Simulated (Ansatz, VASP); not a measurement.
**One calculation of Nb, two programs**

INCAR

```
ALGO     = Normal         # electronic algorithm
EDIFF    = 1E-6           # SCF threshold, eV
ENCUT    = 520            # plane-wave cutoff, eV
GGA      = CA             # functional
ISIF     = 2              # what is computed and relaxed
ISMEAR   = -1             # smearing method
LASPH    = T              # aspherical terms in the spheres
LCHARG   = F              # write CHGCAR
LREAL    = F              # projectors in reciprocal space
LWAVE    = F              # write WAVECAR
NBANDS   = 20             # bands
NELM     = 80             # most SCF steps
PREC     = Accurate       # precision mode
SIGMA    = 0.1            # smearing width, eV
```

KPOINTS

```
k-points
0
Gamma
  14 14 7
```

Contents of POSCAR:

```
Nb
1.0
    2.8845721189      0.0000000000      0.0000000000
   -1.4422860595      2.4981127340      0.0000000000
    0.0000000000      0.0000000000      5.2946203122
Nb
2
Direct
    0.3333333333      0.6666666667      0.2500000000
    0.6666666667      0.3333333333      0.7500000000
```

Input for Ansatz:

```yaml
crystal:
  lattice:
    - [2.8845721189, 0.0, 0.0]
    - [-1.4422860595, 2.498112734, 0.0]
    - [0.0, 0.0, 5.2946203122]
  atoms:
    - { symbol: Nb, position: [0.3333333333, 0.6666666667, 0.25] }
    - { symbol: Nb, position: [0.6666666667, 0.3333333333, 0.75] }
hamiltonian:
  xc: lda
  pseudopotentials:
    kind: paw
    azcp:
      Nb: "pseudopotentials/Nb.paw.azcp"
basis:
  ecutwfc: 420
  fft_grid_basis: typed
kpoints:
  mp_grid: { grid: [14, 14, 7], shift: [0, 0, 0] }
magnetization:
  spin_polarized: false
scf:
  occupations: { method: fermi_dirac, width: 0.1 }
  lower_state_search: "off"
output:
  stress: true
```

Alike in both runs: task single point; functional LDA; k mesh 14 × 14 × 7; occupations fermi-dirac, width 0.1 eV; no spin polarisation.

|  | VASP | Ansatz |
| --- | --- | --- |
| version | VASP 6.6.1 | Ansatz 0.2.0 |
| potentials or method | VASP PAW LDA potentials, release 64 (Nb_sv), cutoff 520 eV | plane waves (420 eV) with PAW, scalar-relativistic |
| valence electrons in the cell | 26 | 26 |

|  | VASP | Ansatz | Ansatz less VASP |
| --- | --- | --- | --- |
| pressure (GPa) | -12.3 | -12.2 | +0.10 |
| traceless stress, the component that is largest in VASP (GPa) | 1.16 | 1.16 | +0.002 |

Ansatz warns that its potentials were made for another functional, while VASP's fit it. LDA's correlation is that of Perdew and Zunger in VASP and of Perdew and Wang (1992) in Ansatz.
